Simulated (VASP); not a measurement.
# KF in VASP: notebook

Runs on KF. Level: r2SCAN. Tasks: single point.

Everything below comes from runs of VASP 6.6.1. Logs are shortened: lines on timing, memory, paths and dates and some standing lists are left out, and cuts for length are marked.

### Step 1. The cell of the first run

The structure is cubic, space group Fm-3m (No. 225). Conventional cell: a = 5.080 Å, b = 5.080 Å, c = 5.080 Å, α = 90.00°, β = 90.00°, γ = 90.00°. K (site symmetry m-3m) has 6 F at 2.54 Å within 3.4 Å. Within 3.4 Å of F (site symmetry m-3m) lie 6 K at 2.54 Å.

### Step 2. Single point, r2SCAN (strain -0.050 along x and y, -0.050 along z)

POSCAR reads:

```
KF
1.0
    0.0000000000      2.5398250000      2.5398250000
    2.5398250000      0.0000000000      2.5398250000
    2.5398250000      2.5398250000      0.0000000000
K F
1 1
Direct
    0.0000000000      0.0000000000      0.0000000000
    0.5000000000      0.5000000000      0.5000000000
```

INCAR.step1 reads:

```
PREC     = Accurate       # precision mode
ENCUT    = 520            # plane-wave cutoff, eV
ISMEAR   = 0              # smearing method
SIGMA    = 0.05           # smearing width, eV
LREAL    = F              # projectors in reciprocal space
LASPH    = T              # aspherical terms in the spheres
NELM     = 60             # most SCF steps
NBANDS   = 15             # bands
GGA      = PE             # functional
ALGO     = Normal         # electronic algorithm
EDIFF    = 1E-4           # SCF threshold, eV
LWAVE    = T              # write WAVECAR
LCHARG   = F              # write CHGCAR
```

INCAR.step2 reads:

```
PREC     = Accurate       # precision mode
ENCUT    = 520            # plane-wave cutoff, eV
EDIFF    = 1E-7           # SCF threshold, eV
ISMEAR   = 0              # smearing method
SIGMA    = 0.05           # smearing width, eV
LREAL    = F              # projectors in reciprocal space
LASPH    = T              # aspherical terms in the spheres
NELM     = 60             # most SCF steps
ALGO     = Normal         # electronic algorithm
ISIF     = 2              # what is computed and relaxed
LWAVE    = F              # write WAVECAR
LCHARG   = F              # write CHGCAR
METAGGA  = R2SCAN         # meta-GGA
LMIXTAU  = T            
NBANDS   = 15             # bands
ISTART   = 1
```

KPOINTS reads:

```
regular mesh
0
Gamma
  8 8 8
```

Potentials or basis: VASP PAW PBE potentials, release 64 (K_sv, F).

Started as:

```console
$ cat potpaw_PBE.64/K_sv/POTCAR potpaw_PBE.64/F/POTCAR > POTCAR
$ cp INCAR.step1 INCAR
$ mpirun -np 1 vasp_std > vasp.out
$ cp INCAR.step2 INCAR
$ mpirun -np 1 vasp_std > vasp.out
```

OUTCAR:

```text
PREC = Accurate
   ENCUT = 520
   EDIFF = 1E-7
   ISMEAR = 0
   LREAL = F
   LASPH = T
   NELM = 60
   ISIF = 2
   METAGGA = R2SCAN
   ISTART = 1

 ion  position               nearest neighbor table
   1  0.000  0.000  0.000-   2 2.54   2 2.54   2 2.54   2 2.54   2 2.54   2 2.54
   2  0.500  0.500  0.500-   1 2.54   1 2.54   1 2.54   1 2.54   1 2.54   1 2.54

  LATTYP: Found a face centered cubic cell.
 ALAT       =     5.0796500000

  Lattice vectors:

 A1 = (   0.0000000000,   2.5398250000,   2.5398250000)
 A2 = (   2.5398250000,   0.0000000000,   2.5398250000)
 A3 = (   2.5398250000,   2.5398250000,   0.0000000000)

Analysis of symmetry for initial positions (statically):
=====================================================================
 Subroutine PRICEL returns:
 Original cell was already a primitive cell.

 Routine SETGRP: Setting up the symmetry group for a
 face centered cubic supercell.

 Subroutine GETGRP returns: Found 48 space group operations
 (whereof 48 operations were pure point group operations)
 out of a pool of 48 trial point group operations.

The static configuration has the point symmetry O_h .

Analysis of symmetry for dynamics (positions and initial velocities):
=====================================================================
 Subroutine PRICEL returns:
 Original cell was already a primitive cell.

 Routine SETGRP: Setting up the symmetry group for a
 face centered cubic supercell.

 Subroutine GETGRP returns: Found 48 space group operations
 (whereof 48 operations were pure point group operations)
 out of a pool of 48 trial point group operations.

The dynamic configuration has the point symmetry O_h .

 Subroutine INISYM returns: Found 48 space group operations
 (whereof 48 operations are pure point group operations),
 and found     1 'primitive' translations

----------------------------------------------------------------------------------------

                                     Primitive cell

  volume of cell :      32.7674

  direct lattice vectors                    reciprocal lattice vectors
     0.000000000  2.539825000  2.539825000    -0.196863957  0.196863957  0.196863957
     2.539825000  0.000000000  2.539825000     0.196863957 -0.196863957  0.196863957
     2.539825000  2.539825000  0.000000000     0.196863957  0.196863957 -0.196863957

  length of vectors
     3.591854961  3.591854961  3.591854961     0.340978376  0.340978376  0.340978376

  position of ions in fractional coordinates (direct lattice)
     0.000000000  0.000000000  0.000000000
     0.500000000  0.500000000  0.500000000

  ion indices of the primitive-cell ions
   primitive index   ion index
                 1           1
                 2           2

----------------------------------------------------------------------------------------

 KPOINTS: regular mesh

Automatic generation of k-mesh.
 Grid dimensions read from file:
 generate k-points for:    8    8    8

 Generating k-lattice:

  Cartesian coordinates                     Fractional coordinates (reciprocal lattice)
    -0.024607995  0.024607995  0.024607995     0.125000000  0.000000000  0.000000000
     0.024607995 -0.024607995  0.024607995     0.000000000  0.125000000  0.000000000
     0.024607995  0.024607995 -0.024607995     0.000000000  0.000000000  0.125000000

  Length of vectors
     0.042622297  0.042622297  0.042622297

  Shift w.r.t. Gamma in fractional coordinates (k-lattice)
     0.000000000  0.000000000  0.000000000

 Subroutine IBZKPT returns following result:
 ===========================================

 Found     29 irreducible k-points:

 Following reciprocal coordinates:
            Coordinates               Weight
  0.000000  0.000000  0.000000      1.000000
  0.125000  0.000000  0.000000      8.000000
  0.250000  0.000000  0.000000      8.000000
  0.375000  0.000000  0.000000      8.000000
  0.500000  0.000000  0.000000      4.000000
  0.125000  0.125000  0.000000      6.000000
[... 16 lines left out ...]
  0.500000  0.250000  0.125000     48.000000
 -0.375000  0.250000  0.125000     24.000000
 [... further k-points ...]
   k-points           NKPTS =     29   k-points in BZ     NKDIM =     29   number of bands    NBANDS=     15
   number of dos      NEDOS =    301   number of ions     NIONS =      2
   total plane-waves  NPLWV =  21952
   dimension x,y,z NGX =    28 NGY =   28 NGZ =   28
   dimension x,y,z NGXF=    56 NGYF=   56 NGZF=   56
   ions per type =               1   1
   NGX,Y,Z   is equivalent  to a cutoff of  12.96, 12.96, 12.96 a.u.
   NGXF,Y,Z  is equivalent  to a cutoff of  25.92, 25.92, 25.92 a.u.
 SYSTEM =  unknown system
   PREC   = accura    normal or accurate (medium, high low for compatibility)
   ISTART =      1    job   : 0-new  1-cont  2-samecut
   ICHARG =      0    charge: 1-file 2-atom 10-const
   ISPIN  =      1    spin polarized calculation?
   LNONCOLLINEAR =      F non collinear calculations
   LSORBIT =      F    spin-orbit coupling
   LASPH  =      T    aspherical Exc in radial PAW
   ENCUT  =  520.0 eV  38.22 Ry    6.18 a.u.   6.68  6.68  6.68*2*pi/ulx,y,z
   NELM   =     60;   NELMIN=  2; NELMDL=  0     # of ELM steps
   EDIFF  = 0.1E-06   stopping-criterion for ELM
   LREAL  =      F    real-space projection
   EDIFFG = 0.1E-05   stopping-criterion for IOM
   NSW    =      0    number of steps for IOM
   IBRION =     -1    ionic relax: 0-MD 1-quasi-New 2-CG
   NFREE  =      0    steps in history (QN), initial steepest desc. (CG)
   ISIF   =      2    stress and relaxation
   ISYM   =      2    0-nonsym 1-usesym 2-fastsym
   POTIM  = 0.5000    time-step for ionic-motion
   TEBEG  =    0.0;   TEEND  =   0.0 temperature during run
   PSTRESS=    0.0 pullay stress
   NELECT =      16.0000    total number of electrons
   NUPDOWN=      -1.0000    fix difference up-down
   EMIN   =  10.00;   EMAX   =-10.00  energy-range for DOS
   EFERMI =   0.00;   METHOD = LEGACY
   ISMEAR =     0;   SIGMA  =   0.05  broadening in eV -4-tet -1-fermi 0-gaus
   EFERMI_NEDOS =   21; number of points for ismear=-14 and -15
   IALGO  =     38    algorithm
   IMIX   =      4    mixing-type and parameters
     AMIX     =   0.40;   BMIX     =  1.00
     AMIX_MAG =   1.60;   BMIX_MAG =  1.00
  volume/ion in A,a.u.               =      16.38       110.56
  Fermi-wavevector in a.u.,A,eV,Ry     =   1.289143  2.436127 22.611375  1.661889
  Thomas-Fermi vector in A             =   2.421054
   LORBIT       =      0    0 simple, 1 ext, 2 COOP (PROOUT), +10 PAW based schemes
   METAGGA = R2SCAN    functional components
   LHFCALC =     F    Hartree Fock is set to
   AEXX    =    0.0000 exact exchange contribution
   IVDW    =     0    specifies the selected vdW correction
   LEPSILON=     F    determine dielectric tensor
   LRPA    =     F    only Hartree local field effects (RPA)
 non-spin polarized calculation
 Gauss-broadening in eV      SIGMA  =   0.05
  energy-cutoff  :      520.00
  volume of cell :       32.77
 maximum number of plane-waves:       903
   NGX = 13   NGY = 13   NGZ = 13

 number of electron      15.9999993 magnetization

 Free energy of the ion-electron system (eV)
  ---------------------------------------------------
  ext. energy  EPLUGINS =         0.00000000
  ---------------------------------------------------
  free energy    TOTEN  =       -14.87491607 eV

  energy without entropy =      -14.87491607  energy(sigma->0) =      -14.87491607

 E-fermi :  -2.5327     XC(G=0):  -9.6856

 val. band max:       -2.8942053496   @ k =   0.0000   0.0000   0.0000
 cond. band min:       4.8302400973   @ k =   0.0000   0.0000   0.0000
 fundamental gap:      7.7244454469
 Fermi energy:        -2.5327271950

 k-point     1 :       0.0000    0.0000    0.0000
  band No.  band energies     occupation
      1     -29.6436      2.00000
      2     -22.7564      2.00000
      3     -11.9785      2.00000
      4     -11.9785      2.00000
      5     -11.9785      2.00000
      6      -2.8942      2.00000
      7      -2.8942      2.00000
      8      -2.8942      2.00000
      9       4.8302      0.00000
     10       8.9487      0.00000
     11       8.9487      0.00000
     12       8.9487      0.00000
     13      11.0361      0.00000
     14      11.0361      0.00000
     15      15.3421      0.00000

 k-point     2 :       0.1250    0.0000    0.0000
  band No.  band energies     occupation
      1     -29.6157      2.00000
      2     -22.7857      2.00000
      3     -12.0330      2.00000
      4     -11.9847      2.00000
      5     -11.9847      2.00000
      6      -3.0595      2.00000
      7      -2.9686      2.00000
      8      -2.9686      2.00000
      9       5.3224      0.00000
     10       8.6474      0.00000
     11       9.2023      0.00000
     12       9.2024      0.00000
     13      11.2352      0.00000
     14      11.2352      0.00000
     15      16.2809      0.00000

 k-point     3 :       0.2500    0.0000    0.0000
  band No.  band energies     occupation
      1     -29.5472      2.00000
      2     -22.8573      2.00000
      3     -12.1635      2.00000
      4     -11.9994      2.00000
      5     -11.9994      2.00000
      6      -3.4136      2.00000
      7      -3.1434      2.00000
      8      -3.1434      2.00000
      9       6.4903      0.00000
     10       8.3290      0.00000
     11       9.8469      0.00000
     12       9.8469      0.00000
     13      11.8169      0.00000
     14      11.8169      0.00000
     15      17.8768      0.00000
[... 343 lines left out ...]
 k-point    23 :       0.5000    0.2500    0.1250
  band No.  band energies     occupation
      1     -29.4480      2.00000
      2     -22.9101      2.00000
      3     -12.3842      2.00000
      4     -12.2896      2.00000
      5     -12.0640      2.00000
      6      -3.5483      2.00000
      7      -3.2903      2.00000
      8      -3.0421      2.00000
      9       7.5394      0.00000
     10       8.2156      0.00000
     11      10.5682      0.00000
     12      11.2774      0.00000
     13      12.5491      0.00000
     14      13.6616      0.00000
     15      16.2301      0.00000

 k-point    24 :      -0.3750    0.2500    0.1250
  band No.  band energies     occupation
      1     -29.4258      2.00000
      2     -22.9251      2.00000
      3     -12.4521      2.00000
      4     -12.3185      2.00000
      5     -12.0715      2.00000
      6      -3.5621      2.00000
      7      -3.2324      2.00000
      8      -3.1772      2.00000
      9       7.7140      0.00000
     10       8.5544      0.00000
     11      10.6315      0.00000
     12      11.5117      0.00000
     13      13.0796      0.00000
     14      14.3767      0.00000
     15      15.1985      0.00000

 [... further k-points ...]
[... 5 lines left out ...]
  --------------------------------------------------------------------------------------
  -------------------------------------------------------------------------------------
  Total        1.4190562      1.4190562      1.4190562     -0.0000000     -0.0000000      0.0000000
  in kB       69.3855142     69.3855142     69.3855142     -0.0000000     -0.0000000      0.0000000
  external PRESSURE =      69.3855142 kB  Pullay stress =       0.0000000 kB

 VOLUME and BASIS-vectors are now :
 -----------------------------------------------------------------------------
  energy-cutoff  :      520.00
  volume of cell :       32.77
      direct lattice vectors                 reciprocal lattice vectors
     0.000000000  2.539825000  2.539825000    -0.196863957  0.196863957  0.196863957
     2.539825000  0.000000000  2.539825000     0.196863957 -0.196863957  0.196863957
     2.539825000  2.539825000  0.000000000     0.196863957  0.196863957 -0.196863957

 POSITION                                       TOTAL-FORCE (eV/Angst)
 -----------------------------------------------------------------------------------
      0.00000      0.00000      0.00000        -0.000000     -0.000000      0.000000
      2.53982      2.53982      2.53982         0.000000      0.000000     -0.000000
 -----------------------------------------------------------------------------------
    total drift:                                0.000000      0.000000      0.000000

  FREE ENERGIE OF THE ION-ELECTRON SYSTEM (eV)
  ---------------------------------------------------
  free  energy   TOTEN  =       -14.8749160749 eV

  energy  without entropy=      -14.8749160749  energy(sigma->0) =      -14.87491607
```

Wall time 42 s (1 thread of Intel Xeon 6975P-C (Granite Rapids), shared host); peak memory 0.16 GiB.

Results:

```
Free energy            : -14.8749 eV
Pressure               : 6.9 GPa
Band gap on the k mesh : 7.72 eV, direct
```

Caveat: the cell differs from its parent crystal (strain -0.050 along x and y, -0.050 along z); the PAW data sets were made with another functional, which shifts forces and pressure a little.

(Continued in part 2 of 2.)
